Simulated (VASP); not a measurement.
Write the native input for VASP 6.6.1 that does the following.

| Quantity | Value |
| --- | --- |
| Task | single point |
| Functional | LDA |
| Potentials or basis | VASP PAW LDA potentials, release 64 (Hg, Te) |
| Cutoff | 520 eV |
| k mesh | 11 × 11 × 11 |
| Occupations | fermi-dirac, width 0.03 eV |
| Spin | no spin polarisation |
| Dipole correction | no |
| Further INCAR settings | ALGO = Normal; EDIFF = 1e-07; NBANDS = 16 |

The structure of HgTe lies in POSCAR:

```
HgTe
1.0
    0.0000000000      3.2501417040      3.2501417040
    3.2501417040      0.0000000000      3.2501417040
    3.2501417040      3.2501417040      0.0000000000
Hg Te
1 1
Direct
    0.0000000000      0.0000000000      0.0000000000
    0.7500000000      0.7500000000      0.7500000000
```

This cell differs from its parent crystal: volume scaled by 1.025.

The input as run:

INCAR

```
PREC = Accurate ; ENCUT = 520
EDIFF = 1E-7 ; ISMEAR = -1
SIGMA = 0.03 ; LREAL = False
LASPH = True ; NELM = 80
ALGO = Normal ; ISIF = 2
LWAVE = False ; LCHARG = False
NBANDS = 16
```

KPOINTS

```
Automatic mesh
0
Gamma
  11 11 11
```

Potentials or basis: VASP PAW LDA potentials, release 64 (Hg, Te).

Launch:

```sh
$ cat potpaw_LDA.64/Hg/POTCAR potpaw_LDA.64/Te/POTCAR > POTCAR
$ mpirun -np 1 vasp_std > vasp.out
```

Results of the run:

| Quantity | Value |
| --- | --- |
| Pressure | -1.1 GPa |
| Band gap on the k mesh | zero (filled and empty bands touch) |

Caveat: spin-orbit coupling is left out, which moves the levels of the heavy elements.

Run time: 56 s on 1 thread of Intel Xeon 6975P-C, on a shared host, peak memory 0.21 GiB.
